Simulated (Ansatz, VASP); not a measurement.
## Al3C2 in VASP and in Ansatz

Contents of INCAR:

```
PREC = Accurate
ENCUT = 600
EDIFF = 1E-7
ISMEAR = 0
SIGMA = 0.1
LREAL = F
LASPH = T
NELM = 100
ALGO = Normal
ISIF = 3
LWAVE = F
LCHARG = F
GGA = PE
IBRION = 2
NSW = 90
EDIFFG = -0.04
```

The input KPOINTS:

```
Automatic mesh
0
Gamma
  6 6 4
```

Contents of POSCAR:

```
Al3C2
1.0
    3.9911090600      0.0000000000      0.0000000000
   -1.9955545300      3.4564018400      0.0000000000
    0.0000000000      0.0000000000      4.8188943600
Al C
3 2
Direct
    0.0000000000      0.0000000000      0.0000000000
    0.3333333300      0.6666666700      0.6250000000
    0.6666666700      0.3333333300      0.3750000000
    0.3333333300      0.6666666700      0.1380000000
    0.6666666700      0.3333333300      0.8620000000
```

Input for Ansatz:

```yaml
crystal:
  lattice:
    - [3.99110906, 0.0, 0.0]
    - [-1.99555453, 3.45640184, 0.0]
    - [0.0, 0.0, 4.81889436]
  atoms:
    - { symbol: Al, position: [0.0, 0.0, 0.0] }
    - { symbol: Al, position: [0.33333333, 0.66666667, 0.625] }
    - { symbol: Al, position: [0.66666667, 0.33333333, 0.375] }
    - { symbol: C, position: [0.33333333, 0.66666667, 0.138] }
    - { symbol: C, position: [0.66666667, 0.33333333, 0.862] }
basis:
  ecutwfc: 420
kpoints:
  mp_grid: { grid: [6, 6, 4] }
hamiltonian:
  xc: pbe
scf:
  occupations: { method: gaussian, width: 0.1 }
  lower_state_search: "off"
output:
  forces: true
  stress: true
  eigenvalues: true
relax:
  adjacent_minimum: "off"
  f_tol: 0.04
  max_steps: 70
  cell: { stress_tol: 0.4 }
```

Change from the starting cell: species swapped into the Ga3Ni2 type (P-3m1, No. 164).

Alike in both runs: task relaxation of cell and atoms; functional PBE; k mesh 6 × 6 × 4; occupations gaussian, width 0.1 eV; no spin polarisation.

```csv
,VASP,Ansatz
version,VASP 6.6.1,Ansatz 0.2.0
potentials or method,"VASP PAW PBE potentials, release 64 (Al, C), cutoff 600 eV","scalar-relativistic, plane waves, PAW"
valence electrons in the cell,17,17
```

```csv
,VASP,Ansatz,Ansatz less VASP
"gap on the k mesh at the Fermi level, each at its own relaxed structure (eV)",none,none,-
relaxed volume (Å³/atom),11.48,11.61,+0.121
relaxed cell length with the largest relative difference (Å),6.721,6.802,+0.0813
```

A gap of «none» marks a metal or a gap that the smearing closes.
